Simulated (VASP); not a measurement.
# Y4I (Im-3m) in VASP: further runs

The runs below take Y4I through single point, relaxation of cell and atoms, with PBE.

Everything below comes from runs of VASP 6.6.1. Logs are shortened: lines on timing, memory, paths and dates and some standing lists are left out, and cuts for length are marked.

### 1 The cell of the first run

Symmetry: Im-3m, No. 229, cubic system. The conventional cell has a = 7.100 Å, b = 7.100 Å, c = 7.100 Å, α = 90.00°, β = 90.00°, γ = 90.00°. Within 4.0 Å of Y (site symmetry -3m) lie 2 I at 3.07 Å and 6 Y at 3.55 Å. I (site symmetry m-3m) has 8 Y at 3.07 Å within 4.0 Å.

The cell was built from a structure type or drawn by symmetry, and may not be a known phase.

### 2 Single point, PBE

INCAR reads:

```
SYSTEM = Y4I
ALGO = Normal
EDIFF = 1E-7
ENCUT = 520
GGA = PE
ISIF = 2
ISMEAR = 0
LASPH = .TRUE.
LCHARG = .TRUE.
LELF = .TRUE.
LREAL = .FALSE.
LVHAR = .TRUE.
LWAVE = .FALSE.
NBANDS = 34
NELM = 80
PREC = Accurate
SIGMA = 0.1
```

KPOINTS reads:

```
k-points
0
G
  8 8 8
  0 0 0
```

POSCAR reads:

```
Y4I
1.0
   -3.5498511916      3.5498511916      3.5498511916
    3.5498511916     -3.5498511916      3.5498511916
    3.5498511916      3.5498511916     -3.5498511916
Y I
4 1
Direct
    0.0000000000      0.0000000000      0.5000000000
    0.0000000000      0.5000000000      0.0000000000
    0.5000000000      0.0000000000      0.0000000000
    0.5000000000      0.5000000000      0.5000000000
    0.0000000000      0.0000000000      0.0000000000
```

Potentials or basis: VASP PAW PBE potentials, release 64 (Y_sv, I).

Command:

```
$ cat potpaw_PBE.64/Y_sv/POTCAR potpaw_PBE.64/I/POTCAR > POTCAR
$ mpirun -np 1 vasp_std > vasp.out
```

OUTCAR:

```text
SYSTEM = Y4I
   EDIFF = 1E-7
   ENCUT = 520
   GGA = PE
   ISIF = 2
   ISMEAR = 0
   LASPH = .TRUE.
   LREAL = .FALSE.
   NELM = 80
   PREC = Accurate

 ion  position               nearest neighbor table
   1  0.000  0.000  0.500-   5 3.07   5 3.07   4 3.55   2 3.55   3 3.55   2 3.55   3 3.55   4 3.55

   2  0.000  0.500  0.000-   5 3.07   5 3.07   4 3.55   1 3.55   3 3.55   1 3.55   4 3.55   3 3.55

   3  0.500  0.000  0.000-   5 3.07   5 3.07   4 3.55   1 3.55   4 3.55   2 3.55   1 3.55   2 3.55

   4  0.500  0.500  0.500-   5 3.07   5 3.07   3 3.55   1 3.55   3 3.55   2 3.55   1 3.55   2 3.55

   5  0.000  0.000  0.000-   1 3.07   2 3.07   3 3.07   4 3.07   1 3.07   2 3.07   3 3.07   4 3.07

  LATTYP: Found a body centered cubic cell.
 ALAT       =     7.0997023832

  Lattice vectors:

 A1 = (  -3.5498511916,   3.5498511916,   3.5498511916)
 A2 = (   3.5498511916,  -3.5498511916,   3.5498511916)
 A3 = (   3.5498511916,   3.5498511916,  -3.5498511916)

Analysis of symmetry for initial positions (statically):
=====================================================================
 Subroutine PRICEL returns:
 Original cell was already a primitive cell.

 Routine SETGRP: Setting up the symmetry group for a
 body centered cubic supercell.

 Subroutine GETGRP returns: Found 48 space group operations
 (whereof 48 operations were pure point group operations)
 out of a pool of 48 trial point group operations.

The static configuration has the point symmetry O_h .

Analysis of symmetry for dynamics (positions and initial velocities):
=====================================================================
 Subroutine PRICEL returns:
 Original cell was already a primitive cell.

 Routine SETGRP: Setting up the symmetry group for a
 body centered cubic supercell.

 Subroutine GETGRP returns: Found 48 space group operations
 (whereof 48 operations were pure point group operations)
 out of a pool of 48 trial point group operations.

The dynamic configuration has the point symmetry O_h .

 Subroutine INISYM returns: Found 48 space group operations
 (whereof 48 operations are pure point group operations),
 and found     1 'primitive' translations

----------------------------------------------------------------------------------------

                                     Primitive cell

  volume of cell :     178.9330

  direct lattice vectors                    reciprocal lattice vectors
    -3.549851192  3.549851192  3.549851192     0.000000000  0.140850975  0.140850975
     3.549851192 -3.549851192  3.549851192     0.140850975  0.000000000  0.140850975
     3.549851192  3.549851192 -3.549851192     0.140850975  0.140850975  0.000000000

  length of vectors
     6.148522623  6.148522623  6.148522623     0.199193359  0.199193359  0.199193359

  position of ions in fractional coordinates (direct lattice)
     0.000000000  0.000000000  0.500000000
     0.000000000  0.500000000  0.000000000
     0.500000000  0.000000000  0.000000000
     0.500000000  0.500000000  0.500000000
     0.000000000  0.000000000  0.000000000

  ion indices of the primitive-cell ions
   primitive index   ion index
                 1           1
                 2           2
                 3           3
                 4           4
                 5           5

----------------------------------------------------------------------------------------

 KPOINTS: k-points

Automatic generation of k-mesh.
 Grid dimensions read from file:
 generate k-points for:    8    8    8

 Generating k-lattice:

  Cartesian coordinates                     Fractional coordinates (reciprocal lattice)
     0.000000000  0.017606372  0.017606372     0.125000000  0.000000000  0.000000000
     0.017606372  0.000000000  0.017606372     0.000000000  0.125000000  0.000000000
     0.017606372  0.017606372  0.000000000     0.000000000  0.000000000  0.125000000

  Length of vectors
     0.024899170  0.024899170  0.024899170

  Shift w.r.t. Gamma in fractional coordinates (k-lattice)
     0.000000000  0.000000000  0.000000000

 Subroutine IBZKPT returns following result:
 ===========================================

 Found     29 irreducible k-points:

 Following reciprocal coordinates:
            Coordinates               Weight
  0.000000  0.000000  0.000000      1.000000
  0.125000  0.000000  0.000000     12.000000
  0.250000  0.000000  0.000000     12.000000
  0.375000  0.000000  0.000000     12.000000
  0.500000  0.000000  0.000000      6.000000
  0.125000  0.125000  0.000000     24.000000
[... 16 lines left out ...]
 -0.250000  0.250000  0.250000      6.000000
 -0.375000  0.375000  0.250000     24.000000
 [... further k-points ...]
   k-points           NKPTS =     29   k-points in BZ     NKDIM =     29   number of bands    NBANDS=     34
   number of dos      NEDOS =    301   number of ions     NIONS =      5
   total plane-waves  NPLWV = 110592
   dimension x,y,z NGX =    48 NGY =   48 NGZ =   48
   dimension x,y,z NGXF=    96 NGYF=   96 NGZF=   96
   ions per type =               4   1
   NGX,Y,Z   is equivalent  to a cutoff of  12.98, 12.98, 12.98 a.u.
   NGXF,Y,Z  is equivalent  to a cutoff of  25.96, 25.96, 25.96 a.u.
 SYSTEM =  Y4I
   PREC   = accura    normal or accurate (medium, high low for compatibility)
   ISTART =      0    job   : 0-new  1-cont  2-samecut
   ICHARG =      2    charge: 1-file 2-atom 10-const
   ISPIN  =      1    spin polarized calculation?
   LNONCOLLINEAR =      F non collinear calculations
   LSORBIT =      F    spin-orbit coupling
   LASPH  =      T    aspherical Exc in radial PAW
   ENCUT  =  520.0 eV  38.22 Ry    6.18 a.u.  11.43 11.43 11.43*2*pi/ulx,y,z
   NELM   =     80;   NELMIN=  2; NELMDL= -5     # of ELM steps
   EDIFF  = 0.1E-06   stopping-criterion for ELM
   LREAL  =      F    real-space projection
   EDIFFG = 0.1E-05   stopping-criterion for IOM
   NSW    =      0    number of steps for IOM
   IBRION =     -1    ionic relax: 0-MD 1-quasi-New 2-CG
   NFREE  =      0    steps in history (QN), initial steepest desc. (CG)
   ISIF   =      2    stress and relaxation
   ISYM   =      2    0-nonsym 1-usesym 2-fastsym
   POTIM  = 0.5000    time-step for ionic-motion
   TEBEG  =    0.0;   TEEND  =   0.0 temperature during run
   PSTRESS=    0.0 pullay stress
   NELECT =      51.0000    total number of electrons
   NUPDOWN=      -1.0000    fix difference up-down
   EMIN   =  10.00;   EMAX   =-10.00  energy-range for DOS
   EFERMI =   0.00;   METHOD = LEGACY
   ISMEAR =     0;   SIGMA  =   0.10  broadening in eV -4-tet -1-fermi 0-gaus
   EFERMI_NEDOS =   21; number of points for ismear=-14 and -15
   IALGO  =     38    algorithm
   IMIX   =      4    mixing-type and parameters
     AMIX     =   0.40;   BMIX     =  1.00
     AMIX_MAG =   1.60;   BMIX_MAG =  1.00
  volume/ion in A,a.u.               =      35.79       241.50
  Fermi-wavevector in a.u.,A,eV,Ry     =   1.077378  2.035949 15.792870  1.160743
  Thomas-Fermi vector in A             =   2.213288
   LORBIT       =      0    0 simple, 1 ext, 2 COOP (PROOUT), +10 PAW based schemes
   GGA     = PE    functional components
   LHFCALC =     F    Hartree Fock is set to
   AEXX    =    0.0000 exact exchange contribution
   IVDW    =     0    specifies the selected vdW correction
   LEPSILON=     F    determine dielectric tensor
   LRPA    =     F    only Hartree local field effects (RPA)
 non-spin polarized calculation
 Gauss-broadening in eV      SIGMA  =   0.10
  energy-cutoff  :      520.00
  volume of cell :      178.93
 maximum number of plane-waves:      4897
 NGX is ok and might be reduce to    48
   NGX = 23   NGY = 23   NGZ = 23

 number of electron      51.0000003 magnetization

 Free energy of the ion-electron system (eV)
  ---------------------------------------------------
  ext. energy  EPLUGINS =         0.00000000
  ---------------------------------------------------
  free energy    TOTEN  =       -25.46884575 eV

  energy without entropy =      -25.41065045  energy(sigma->0) =      -25.43974810

 E-fermi :   3.4968     XC(G=0):  -8.9865

 val. band max:        3.4907853295   @ k =   0.3750   0.2500   0.0000
 cond. band min:       3.4975613749   @ k =   0.5000   0.5000   0.1250
 fundamental gap:      0.0067760454
 Fermi energy:         3.4967986628

 k-point     1 :       0.0000    0.0000    0.0000
  band No.  band energies     occupation
      1     -39.6784      2.00000
      2     -39.6285      2.00000
      3     -39.6285      2.00000
      4     -39.6285      2.00000
      5     -19.8983      2.00000
      6     -19.8983      2.00000
[... 26 lines left out ...]
     33       6.1287      0.00000
     34       6.1290      0.00000

 k-point     2 :       0.1250    0.0000    0.0000
  band No.  band energies     occupation
      1     -39.6764      2.00000
      2     -39.6304      2.00000
      3     -39.6286      2.00000
      4     -39.6286      2.00000
      5     -19.8985      2.00000
      6     -19.8937      2.00000
[... 26 lines left out ...]
     33       5.7557      0.00000
     34       5.8755      0.00000

 k-point     3 :       0.2500    0.0000    0.0000
  band No.  band energies     occupation
      1     -39.6710      2.00000
      2     -39.6358      2.00000
      3     -39.6287      2.00000
      4     -39.6286      2.00000
      5     -19.8994      2.00000
      6     -19.8831      2.00000
[... 26 lines left out ...]
     33       5.6525      0.00000
     34       5.7366      0.00000

 k-point     4 :       0.3750    0.0000    0.0000
  band No.  band energies     occupation
      1     -39.6629      2.00000
      2     -39.6438      2.00000
      3     -39.6289      2.00000
      4     -39.6287      2.00000
      5     -19.9007      2.00000
      6     -19.8732      2.00000
[... 26 lines left out ...]
     33       5.3588      0.00000
     34       5.4778      0.00000

 k-point     5 :       0.5000    0.0000    0.0000
  band No.  band energies     occupation
      1     -39.6534      2.00000
      2     -39.6532      2.00000
      3     -39.6289      2.00000
      4     -39.6287      2.00000
      5     -19.9013      2.00000
      6     -19.8694      2.00000
[... 621 lines left out ...]
 k-point    22 :       0.2500    0.2500    0.2500
  band No.  band energies     occupation
      1     -39.6414      2.00000
      2     -39.6410      2.00000
      3     -39.6410      2.00000
      4     -39.6410      2.00000
      5     -19.8182      2.00000
      6     -19.7609      2.00000
[... 26 lines left out ...]
     33       5.4890      0.00000
     34       5.4892      0.00000

 k-point    23 :      -0.2500    0.2500    0.2500
  band No.  band energies     occupation
      1     -39.6657      2.00000
      2     -39.6408      2.00000
      3     -39.6408      2.00000
      4     -39.6167      2.00000
      5     -19.9736      2.00000
      6     -19.8261      2.00000
[... 26 lines left out ...]
     33       5.9153      0.00000
     34       6.0063      0.00000

 k-point    24 :      -0.3750    0.3750    0.2500
  band No.  band energies     occupation
      1     -39.6600      2.00000
      2     -39.6465      2.00000
      3     -39.6446      2.00000
      4     -39.6131      2.00000
      5     -19.9996      2.00000
      6     -19.8115      2.00000
[... 26 lines left out ...]
     33       5.7258      0.00000
     34       5.9241      0.00000

 [... further k-points ...]

------------------------ aborting loop because EDIFF is reached ----------------------------------------

  FORCE on cell =-STRESS in cart. coord.  units (eV):
  Direction    XX          YY          ZZ          XY          YZ          ZX
  --------------------------------------------------------------------------------------
  -------------------------------------------------------------------------------------
  Total       -0.0817324     -0.0817324     -0.0817324     -0.0000000      0.0000000      0.0000000
  in kB       -0.7318374     -0.7318374     -0.7318374     -0.0000000      0.0000000      0.0000000
  external PRESSURE =      -0.7318374 kB  Pullay stress =       0.0000000 kB

 VOLUME and BASIS-vectors are now :
 -----------------------------------------------------------------------------
  energy-cutoff  :      520.00
  volume of cell :      178.93
      direct lattice vectors                 reciprocal lattice vectors
    -3.549851192  3.549851192  3.549851192     0.000000000  0.140850975  0.140850975
     3.549851192 -3.549851192  3.549851192     0.140850975  0.000000000  0.140850975
     3.549851192  3.549851192 -3.549851192     0.140850975  0.140850975  0.000000000

 POSITION                                       TOTAL-FORCE (eV/Angst)
 -----------------------------------------------------------------------------------
      1.77493      1.77493     -1.77493         0.000000     -0.000000     -0.000000
      1.77493     -1.77493      1.77493         0.000000     -0.000000      0.000000
     -1.77493      1.77493      1.77493        -0.000000     -0.000000      0.000000
      1.77493      1.77493      1.77493        -0.000000      0.000000     -0.000000
      0.00000      0.00000      0.00000        -0.000000     -0.000000      0.000000
 -----------------------------------------------------------------------------------
    total drift:                                0.000000      0.000000     -0.000000

  FREE ENERGIE OF THE ION-ELECTRON SYSTEM (eV)
  ---------------------------------------------------
  free  energy   TOTEN  =       -25.4688457486 eV

  energy  without entropy=      -25.4106504545  energy(sigma->0) =      -25.43974810
```

Run time: 6.4 min. Hardware: 1 thread of Intel Xeon 8259CL, shared host; peak memory 0.43 GiB.

What came out:

| Item | Value |
| --- | --- |
| Free energy | -25.4688 eV |
| Pressure | -0.1 GPa |
| Band gap on the k mesh | zero (an odd number of electrons rules out a gap without spin polarisation) |

Caveat: spin-orbit coupling is left out, which moves the levels of the heavy elements; an odd number of electrons without spin polarisation forces a metal; a magnetic or distorted state may lie lower.

### 3 Relaxation of cell and atoms, PBE

This run uses another cell than the first one, of 35.43 Å³/atom.

INCAR reads:

```
PREC = Accurate
ENCUT = 600
EDIFF = 1E-6
ISMEAR = 0
SIGMA = 0.1
LREAL = F
LASPH = T
NELM = 100
ALGO = Normal
ISIF = 3
LWAVE = F
LCHARG = F
GGA = PE
IBRION = 2
NSW = 100
EDIFFG = -0.01
```

KPOINTS reads:

```
Automatic mesh
0
Gamma
  8 8 8
```

POSCAR, as its differences from that of step 2:

```diff
@@ -2,5 +2,5 @@
 1.0
-   -3.5498511916      3.5498511916      3.5498511916
-    3.5498511916     -3.5498511916      3.5498511916
-    3.5498511916      3.5498511916     -3.5498511916
+   -3.5381376773      3.5381376773      3.5381376773
+    3.5381376773     -3.5381376773      3.5381376773
+    3.5381376773      3.5381376773     -3.5381376773
 Y I
```

Potentials or basis: VASP PAW PBE potentials, release 64 (Y_sv, I).

Command:

```
$ cat potpaw_PBE.64/Y_sv/POTCAR potpaw_PBE.64/I/POTCAR > POTCAR
$ mpirun -np 1 vasp_std > vasp.out
```

Wall time 9.5 min (1 thread of Intel Xeon 8259CL, shared host); peak memory 0.47 GiB.

Results (log left out):

```yaml
Free_energy: -25.4690 eV
Relaxed_volume: 35.74 Å³/atom
Relaxed_cell: a = 6.146 Å, b = 6.146 Å, c = 6.146 Å, α = 109.47°, β = 109.47°, γ = 109.47°
Space_group_after_relaxing_to_0.1_Å: Im-3m (No. 229)
Energy_gained_by_relaxing: 0.2 meV/atom
Ionic_steps: 2
Pressure_after_relaxing: 0.0 GPa
Band_gap_on_the_k_mesh: zero (an odd number of electrons rules out a gap without spin polarisation)
```

The path:
```tsv
step	energy change (eV)	largest force (eV/Å)	pressure (GPa)	volume (Å³)
1	0.0000	0.0000	0.27	177.17
2	-0.0012	0.0000	-0.03	178.69
```

Final structure:
```
Y I
1.0
    -3.54822    3.54822    3.54822
     3.54822   -3.54822    3.54822
     3.54822    3.54822   -3.54822
Y I
4 1
Cartesian
  -1.7741 5.3223 1.7741
  5.3223 1.7741 -1.7741
  1.7741 5.3223 -1.7741
  1.7741 1.7741 1.7741
  0.0000 7.0964 0.0000
```

Levels at points of the mesh, in eV from the Fermi level:
| k point | band 22 | band 23 | band 24 | band 25 | band 26 | band 27 | band 28 | band 29 |
| --- | --- | --- | --- | --- | --- | --- | --- | --- |
| (0.00, 0.00, 0.00) | -1.55 | -1.55 | -0.70 | -0.70 | -0.70 | -0.45 | -0.45 | 1.91 |
| (0.50, 0.00, 0.00) | -1.45 | -0.72 | -0.07 | -0.05 | 0.00 | 0.21 | 0.99 | 1.13 |
| (0.50, 0.50, 0.50) | -0.84 | -0.84 | -0.39 | -0.39 | 0.01 | 0.01 | 0.01 | 1.22 |

Caveat: spin-orbit coupling is left out, which moves the levels of the heavy elements; an odd number of electrons without spin polarisation forces a metal; a magnetic or distorted state may lie lower.
